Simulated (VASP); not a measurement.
A run of VASP 6.6.1:

File INCAR:

```
  ALGO = Normal
  EDIFF = 1E-7
  EDIFFG = -0.04
  ENCUT = 750
  GGA = PE
  GGA_COMPAT = False
  IBRION = 2
  ISIF = 3
  ISMEAR = 0
  LASPH = True
  LCHARG = False
  LREAL = False
  LWAVE = False
  NELM = 120
  NELMIN = 4
  NSW = 90
  PREC = Accurate
  SIGMA = 0.1
```

Contents of KPOINTS:

```
k-points
0
Gamma
  9 9 9
```

POSCAR

```
LiOs
1.0
    1.3152819741      0.7593784018      4.6041681774
   -1.3152819741      0.7593784018      4.6041681774
    0.0000000000     -1.5187568036      4.6041681774
Li Os
1 1
Direct
    0.0000000000      0.0000000000      0.0000000000
    0.5000000000      0.5000000000      0.5000000000
```

Potentials or basis: VASP PAW PBE potentials, release 64 (Li_sv, Os).

Command:

```console
$ cat potpaw_PBE.64/Li_sv/POTCAR potpaw_PBE.64/Os/POTCAR > POTCAR
$ mpirun -np 1 vasp_std > vasp.out
```

Hardware: 1 thread of Intel Xeon 8259CL (shared host).

Q: Estimate the wall time of this run.

A: Run time: 3.5 min on 1 thread of Intel Xeon 8259CL, with other jobs on the host, peak memory 0.36 GiB. Counts: scf iterations 14, k points 85, ion steps 1.
